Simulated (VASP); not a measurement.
# SbP (wurtzite type) (P6_3mc) in VASP: notebook

SbP (wurtzite type) is run at these levels: PBE; tasks: electric field gradients, single point.

Everything below comes from runs of VASP 6.6.1. Logs are shortened: lines on timing, memory, paths and dates and some standing lists are left out, and cuts for length are marked.

## Step 1: The cell of the first run

The structure is hexagonal, space group P6_3mc (No. 186). Conventional cell: a = 4.779 Å, b = 4.779 Å, c = 5.868 Å, α = 90.00°, β = 90.00°, γ = 120.00°. Sb (site symmetry 3m) has 5 P at 2.59 to 3.28 Å within 3.4 Å. P (site symmetry 3m) has 5 Sb at 2.59 to 3.28 Å within 3.4 Å.

## Step 2: Electric field gradients, PBE

The input, INCAR:

```
SYSTEM = SbP
PREC = Accurate
ENCUT = 520
EDIFF = 1E-8
ISMEAR = -1
SIGMA = 0.05
LREAL = .False.
LASPH = .True.
NELM = 100
ALGO = Normal
ISIF = 2
LWAVE = .False.
LCHARG = .False.
GGA = PE
LEFG = .True.
NBANDS = 18
```

The input, KPOINTS:

```
Automatic mesh
0
Gamma
  10 10 6
  0 0 0
```

The input, POSCAR:

```
SbP
1.0
    4.7790857446      0.0000000000      0.0000000000
   -2.3895428723      4.1388096616      0.0000000000
    0.0000000000      0.0000000000      5.8679614110
Sb P
2 2
Direct
    0.3333333333      0.6666666667     -0.0327397736
    0.6666666667      0.3333333333      0.4672602264
    0.3333333333      0.6666666667      0.4087397736
    0.6666666667      0.3333333333      0.9087397736
```

Potentials or basis: VASP PAW PBE potentials, release 64 (Sb, P).

Started as:

```sh
> cat potpaw_PBE.64/Sb/POTCAR potpaw_PBE.64/P/POTCAR > POTCAR
> mpirun -np 1 vasp_std > vasp.out
```

OUTCAR:

```text
SYSTEM = SbP
   PREC = Accurate
   ENCUT = 520
   EDIFF = 1E-8
   ISMEAR = -1
   LREAL = .False.
   LASPH = .True.
   NELM = 100
   ISIF = 2
   GGA = PE

 ion  position               nearest neighbor table
   1  0.333  0.667  0.967-   3 2.59   4 2.78   4 2.78   4 2.78   3 3.28
   2  0.667  0.333  0.467-   4 2.59   3 2.78   3 2.78   3 2.78   4 3.28
   3  0.333  0.667  0.409-   1 2.59   2 2.78   2 2.78   2 2.78   1 3.28
   4  0.667  0.333  0.909-   2 2.59   1 2.78   1 2.78   1 2.78   2 3.28

  LATTYP: Found a hexagonal cell.
 ALAT       =     4.7790857446
 C/A-ratio  =     1.2278418352

  Lattice vectors:

 A1 = (   4.7790857446,   0.0000000000,   0.0000000000)
 A2 = (  -2.3895428723,   4.1388096616,   0.0000000000)
 A3 = (   0.0000000000,   0.0000000000,   5.8679614110)

Analysis of symmetry for initial positions (statically):
=====================================================================
 Subroutine PRICEL returns:
 Original cell was already a primitive cell.

 Routine SETGRP: Setting up the symmetry group for a
 hexagonal supercell.

 Subroutine GETGRP returns: Found 12 space group operations
 (whereof  6 operations were pure point group operations)
 out of a pool of 24 trial point group operations.

The static configuration has the point symmetry C_3v.
 The point group associated with its full space group is C_6v.

Analysis of symmetry for dynamics (positions and initial velocities):
=====================================================================
 Subroutine PRICEL returns:
 Original cell was already a primitive cell.

 Routine SETGRP: Setting up the symmetry group for a
 hexagonal supercell.

 Subroutine GETGRP returns: Found 12 space group operations
 (whereof  6 operations were pure point group operations)
 out of a pool of 24 trial point group operations.

The dynamic configuration has the point symmetry C_3v.
 The point group associated with its full space group is C_6v.

 Subroutine INISYM returns: Found 12 space group operations
 (whereof  6 operations are pure point group operations),
 and found     1 'primitive' translations

----------------------------------------------------------------------------------------

                                     Primitive cell

  volume of cell :     116.0667

  direct lattice vectors                    reciprocal lattice vectors
     4.779085745  0.000000000  0.000000000     0.209245043  0.120807682  0.000000000
    -2.389542872  4.138809662  0.000000000     0.000000000  0.241615363  0.000000000
     0.000000000  0.000000000  5.867961411     0.000000000  0.000000000  0.170416935

  length of vectors
     4.779085745  4.779085745  5.867961411     0.241615363  0.241615363  0.170416935

  position of ions in fractional coordinates (direct lattice)
     0.333333333  0.666666667  0.967260226
     0.666666667  0.333333333  0.467260226
     0.333333333  0.666666667  0.408739774
     0.666666667  0.333333333  0.908739774

  ion indices of the primitive-cell ions
   primitive index   ion index
                 1           1
                 2           2
                 3           3
                 4           4

----------------------------------------------------------------------------------------

 KPOINTS: Automatic mesh

Automatic generation of k-mesh.
 Grid dimensions read from file:
 generate k-points for:   10   10    6

 Generating k-lattice:

  Cartesian coordinates                     Fractional coordinates (reciprocal lattice)
     0.020924504  0.012080768  0.000000000     0.100000000  0.000000000  0.000000000
     0.000000000  0.024161536  0.000000000     0.000000000  0.100000000  0.000000000
     0.000000000  0.000000000  0.028402823     0.000000000  0.000000000  0.166666667

  Length of vectors
     0.024161536  0.024161536  0.028402823

  Shift w.r.t. Gamma in fractional coordinates (k-lattice)
     0.000000000  0.000000000  0.000000000

 Subroutine IBZKPT returns following result:
 ===========================================

 Found     56 irreducible k-points:

 Following reciprocal coordinates:
            Coordinates               Weight
  0.000000  0.000000  0.000000      1.000000
  0.100000  0.000000  0.000000      6.000000
  0.200000  0.000000  0.000000      6.000000
  0.300000  0.000000  0.000000      6.000000
  0.400000  0.000000  0.000000      6.000000
  0.500000  0.000000  0.000000      3.000000
[... 16 lines left out ...]
  0.300000  0.100000  0.166667     24.000000
  0.400000  0.100000  0.166667     24.000000
 [... further k-points ...]
   k-points           NKPTS =     56   k-points in BZ     NKDIM =     56   number of bands    NBANDS=     18
   number of dos      NEDOS =    301   number of ions     NIONS =      4
   total plane-waves  NPLWV =  62208
   dimension x,y,z NGX =    36 NGY =   36 NGZ =   48
   dimension x,y,z NGXF=    72 NGYF=   72 NGZF=   96
   ions per type =               2   2
   NGX,Y,Z   is equivalent  to a cutoff of  12.52, 12.52, 13.60 a.u.
   NGXF,Y,Z  is equivalent  to a cutoff of  25.05, 25.05, 27.20 a.u.
 SYSTEM =  SbP
   PREC   = accura    normal or accurate (medium, high low for compatibility)
   ISTART =      0    job   : 0-new  1-cont  2-samecut
   ICHARG =      2    charge: 1-file 2-atom 10-const
   ISPIN  =      1    spin polarized calculation?
   LNONCOLLINEAR =      F non collinear calculations
   LSORBIT =      F    spin-orbit coupling
   LASPH  =      T    aspherical Exc in radial PAW
   ENCUT  =  520.0 eV  38.22 Ry    6.18 a.u.   8.89  8.89 10.91*2*pi/ulx,y,z
   NELM   =    100;   NELMIN=  2; NELMDL= -5     # of ELM steps
   EDIFF  = 0.1E-07   stopping-criterion for ELM
   LREAL  =      F    real-space projection
   EDIFFG = 0.1E-06   stopping-criterion for IOM
   NSW    =      0    number of steps for IOM
   IBRION =     -1    ionic relax: 0-MD 1-quasi-New 2-CG
   NFREE  =      0    steps in history (QN), initial steepest desc. (CG)
   ISIF   =      2    stress and relaxation
   ISYM   =      2    0-nonsym 1-usesym 2-fastsym
   POTIM  = 0.5000    time-step for ionic-motion
   TEBEG  =    0.0;   TEEND  =   0.0 temperature during run
   PSTRESS=    0.0 pullay stress
   NELECT =      20.0000    total number of electrons
   NUPDOWN=      -1.0000    fix difference up-down
   EMIN   =  10.00;   EMAX   =-10.00  energy-range for DOS
   EFERMI =   0.00;   METHOD = LEGACY
   ISMEAR =    -1;   SIGMA  =   0.05  broadening in eV -4-tet -1-fermi 0-gaus
   EFERMI_NEDOS =   21; number of points for ismear=-14 and -15
   IALGO  =     38    algorithm
   IMIX   =      4    mixing-type and parameters
     AMIX     =   0.40;   BMIX     =  1.00
     AMIX_MAG =   1.60;   BMIX_MAG =  1.00
  volume/ion in A,a.u.               =      29.02       195.81
  Fermi-wavevector in a.u.,A,eV,Ry     =   0.910994  1.721530 11.291619  0.829911
  Thomas-Fermi vector in A             =   2.035222
   LORBIT       =      0    0 simple, 1 ext, 2 COOP (PROOUT), +10 PAW based schemes
   GGA     = PE    functional components
   LHFCALC =     F    Hartree Fock is set to
   AEXX    =    0.0000 exact exchange contribution
   IVDW    =     0    specifies the selected vdW correction
   LEPSILON=     F    determine dielectric tensor
   LRPA    =     F    only Hartree local field effects (RPA)
 non-spin polarized calculation
  energy-cutoff  :      520.00
  volume of cell :      116.07
 maximum number of plane-waves:      3178
 NGX is ok and might be reduce to    36
   NGX = 17   NGY = 17   NGZ = 21

 number of electron      20.0000001 magnetization

 Free energy of the ion-electron system (eV)
  ---------------------------------------------------
  ext. energy  EPLUGINS =         0.00000000
  ---------------------------------------------------
  free energy    TOTEN  =       -17.99935810 eV

  energy without entropy =      -17.98407438  energy(sigma->0) =      -17.99171624

 E-fermi :   5.4119     XC(G=0):  -8.7796

 val. band max:        5.3811173641   @ k =   0.1000   0.0000   0.0000
 cond. band min:       5.4257339498   @ k =   0.3000   0.3000   0.3333
 fundamental gap:      0.0446165856
 Fermi energy:         5.4119261859

 k-point     1 :       0.0000    0.0000    0.0000
  band No.  band energies     occupation
      1      -7.8106      2.00000
      2      -5.0876      2.00000
      3      -3.2833      2.00000
      4       0.2948      2.00000
      5       0.6140      2.00000
      6       1.2706      2.00000
[... 10 lines left out ...]
     17      10.0613      0.00000
     18      10.0613      0.00000

 k-point     2 :       0.1000    0.0000    0.0000
  band No.  band energies     occupation
      1      -7.7468      2.00000
      2      -5.0348      2.00000
      3      -3.4247      2.00000
      4       0.0735      2.00000
      5       0.2370      2.00000
      6       1.1717      2.00000
[... 10 lines left out ...]
     17       9.9444      0.00000
     18      10.4211      0.00000

 k-point     3 :       0.2000    0.0000    0.0000
  band No.  band energies     occupation
      1      -7.5594      2.00000
      2      -4.9053      2.00000
      3      -3.7852      2.00000
      4      -0.5355      2.00000
      5      -0.1117      2.00000
      6       0.9464      2.00000
[... 10 lines left out ...]
     17       9.8598      0.00000
     18      11.0608      0.00000

 k-point     4 :       0.3000    0.0000    0.0000
  band No.  band energies     occupation
      1      -7.2651      2.00000
      2      -4.8977      2.00000
      3      -4.0622      2.00000
      4      -1.3528      2.00000
      5      -0.0779      2.00000
      6       0.7138      2.00000
[... 375 lines left out ...]
      4      -1.4524      2.00000
      5       0.3608      2.00000
      6       0.7727      2.00000
[... 10 lines left out ...]
     17      10.3570      0.00000
     18      10.5442      0.00000

 k-point    23 :       0.3000    0.1000    0.1667
  band No.  band energies     occupation
      1      -6.9453      2.00000
      2      -5.2182      2.00000
      3      -4.0595      2.00000
      4      -2.1640      2.00000
      5       0.4510      2.00000
      6       0.6086      2.00000
[... 10 lines left out ...]
     17      10.0805      0.00000
     18      10.5866      0.00000

 k-point    24 :       0.4000    0.1000    0.1667
  band No.  band energies     occupation
      1      -6.6270      2.00000
      2      -5.4741      2.00000
      3      -3.9415      2.00000
      4      -2.6955      2.00000
      5       0.3534      2.00000
      6       0.7775      2.00000
[... 10 lines left out ...]
     17      10.1488      0.00000
     18      10.6902      0.00000

 [... further k-points ...]
[... 5 lines left out ...]
  --------------------------------------------------------------------------------------
  -------------------------------------------------------------------------------------
  Total       -0.0173715     -0.0173715      0.0380876      0.0000000      0.0000000      0.0000000
  in kB       -0.2397945     -0.2397945      0.5257587      0.0000000      0.0000000      0.0000000
  external PRESSURE =       0.0153899 kB  Pullay stress =       0.0000000 kB

 VOLUME and BASIS-vectors are now :
 -----------------------------------------------------------------------------
  energy-cutoff  :      520.00
  volume of cell :      116.07
      direct lattice vectors                 reciprocal lattice vectors
     4.779085745  0.000000000  0.000000000     0.209245043  0.120807682  0.000000000
    -2.389542872  4.138809662  0.000000000     0.000000000  0.241615363  0.000000000
     0.000000000  0.000000000  5.867961411     0.000000000  0.000000000  0.170416935

 POSITION                                       TOTAL-FORCE (eV/Angst)
 -----------------------------------------------------------------------------------
     -0.00000      2.75921      5.67585        -0.000000      0.000000     -0.018554
      2.38954      1.37960      2.74186         0.000000      0.000000     -0.018554
     -0.00000      2.75921      2.39847        -0.000000      0.000000      0.018554
      2.38954      1.37960      5.33245         0.000000     -0.000000      0.018554
 -----------------------------------------------------------------------------------
    total drift:                               -0.000000      0.000000      0.000445

  FREE ENERGIE OF THE ION-ELECTRON SYSTEM (eV)
  ---------------------------------------------------
  free  energy   TOTEN  =       -17.9993580983 eV

  energy  without entropy=      -17.9840743848  energy(sigma->0) =      -17.99171624

 Electric field gradients (V/A^2)
---------------------------------------------------------------------
 ion       V_xx      V_yy      V_zz      V_xy      V_xz      V_yz
---------------------------------------------------------------------
   1      20.218    20.218   -40.436    -0.000    -0.000     0.000
   2      20.218    20.218   -40.436    -0.000     0.000    -0.000
   3       0.516     0.517    -1.033     0.001     0.000    -0.000
   4       0.516     0.517    -1.033     0.001    -0.000     0.000
---------------------------------------------------------------------

 Electric field gradients after diagonalization (V/A^2)
 (convention: |V_zz| > |V_xx| > |V_yy|)
----------------------------------------------------------------------
 ion       V_xx      V_yy      V_zz     asymmetry (V_yy - V_xx)/ V_zz
----------------------------------------------------------------------
   1      20.218    20.218   -40.436       0.000
   2      20.218    20.218   -40.436       0.000
   3       0.517     0.516    -1.033       0.001
   4       0.517     0.516    -1.033       0.001
----------------------------------------------------------------------

           NMR quadrupolar parameters

 Cq : quadrupolar parameter    Cq=e*Q*V_zz/h
 eta: asymmetry parameters     (V_yy - V_xx)/ V_zz
 Q  : nuclear electric quadrupole moment in mb (millibarn)
----------------------------------------------------------------------
 ion       Cq(MHz)       eta       Q (mb)
----------------------------------------------------------------------
   1      -0.098       0.000       1.000
   2      -0.098       0.000       1.000
   3      -0.002       0.001       1.000
   4      -0.002       0.001       1.000
----------------------------------------------------------------------
```

It took 74 s on 1 thread of AMD EPYC 9R45 (Zen 5), shared host; peak memory 0.26 GiB.

What came out:

```
Free energy                             : -17.9994 eV
Pressure                                : 0.0 GPa
Largest force                           : 0.019 eV/Å
Band gap on the k mesh                  : zero (bands 10 and 11 overlap by 0.52 eV)
Largest electric field gradient by atom : Sb -40.4; P -1.0 V/Å²
```

Forces in eV/Å, atoms in the order of the input:
```
Sb   0.000  0.000 -0.019
Sb   0.000  0.000 -0.019
P    0.000  0.000  0.019
P    0.000  0.000  0.019
```

Levels at points of the mesh, in eV from the Fermi level:
```tsv
k point	band 6	band 7	band 8	band 9	band 10	band 11	band 12	band 13	band 14	band 15
(0.00, 0.00, 0.00)	-4.14	-4.14	-2.37	-2.14	-2.14	-0.24	-0.24	2.16	2.16	3.59
(0.50, 0.00, 0.00)	-4.92	-4.02	-2.81	-2.69	-0.51	1.78	1.97	3.63	3.71	4.75
(0.00, 0.00, 0.50)	-3.34	-3.34	-3.34	-2.17	-2.17	0.72	0.72	0.72	0.72	2.22
(0.50, 0.00, 0.50)	-4.08	-2.70	-2.70	-1.28	-1.28	0.64	0.64	2.87	2.87	3.42
```

Electric field gradients, principal values (V/Å²):
| atom | least | middle | greatest (by size) |
| --- | --- | --- | --- |
| 1 Sb | 20.218 | 20.218 | -40.436 |
| 2 Sb | 20.218 | 20.218 | -40.436 |
| 3 P | 0.516 | 0.517 | -1.033 |
| 4 P | 0.516 | 0.517 | -1.033 |

Caveat: without QUAD_EFG the Cq values of the log hold for a quadrupole moment of 1 mb, not for the nuclei; spin-orbit coupling is left out, which moves the levels of the heavy elements.

## Step 3: Single point, PBE

POSCAR is that of step 2.

The input, INCAR.step1:

```
SYSTEM = SbP
ALGO = Normal
EDIFF = 1E-7
ENCUT = 520
GGA = PE
ISIF = 2
ISMEAR = -1
LASPH = .TRUE.
LCHARG = .TRUE.
LREAL = .FALSE.
LWAVE = .FALSE.
NBANDS = 18
NELM = 100
PREC = Accurate
SIGMA = 0.05
```

The input, KPOINTS.step1:

```
k-points
0
G
  10 10 6
  0 0 0
```

The input, INCAR.step2:

```
SYSTEM = SbP
ALGO = Normal
EDIFF = 1E-7
ENCUT = 520
GGA = PE
ICHARG = 11
ISIF = 2
ISMEAR = -5
LASPH = .TRUE.
LCHARG = .FALSE.
LORBIT = 11
LREAL = .FALSE.
LWAVE = .FALSE.
NEDOS = 2001
NELM = 100
PREC = Accurate
SIGMA = 0.05
```

The input, KPOINTS.step2:

```
k-points
0
G
  15 15 9
  0 0 0
```

Potentials or basis: VASP PAW PBE potentials, release 64 (Sb, P).

Started as:

```sh
> cat potpaw_PBE.64/Sb/POTCAR potpaw_PBE.64/P/POTCAR > POTCAR
> cp INCAR.step1 INCAR
> cp KPOINTS.step1 KPOINTS
> mpirun -np 1 vasp_std > vasp.out
> cp INCAR.step2 INCAR
> cp KPOINTS.step2 KPOINTS
> mpirun -np 1 vasp_std > vasp.out
```

Wall time 2.1 min (1 thread of AMD EPYC 9R45 (Zen 5), shared host); peak memory 0.34 GiB.

It converged, with:

```yaml
Valence_electrons_inside_the_program's_atomic_spheres: Sb 2.34; P 2.43
```

Levels at points of the mesh, in eV from the Fermi level:
```tsv
k point	band 8	band 9	band 10	band 11	band 12	band 13
(0.00, 0.00, 0.00)	-2.36	-2.13	-2.13	-0.23	-0.23	2.17
```

Caveat: spin-orbit coupling is left out, which moves the levels of the heavy elements; tetrahedron occupations give inexact forces and stress in metals.
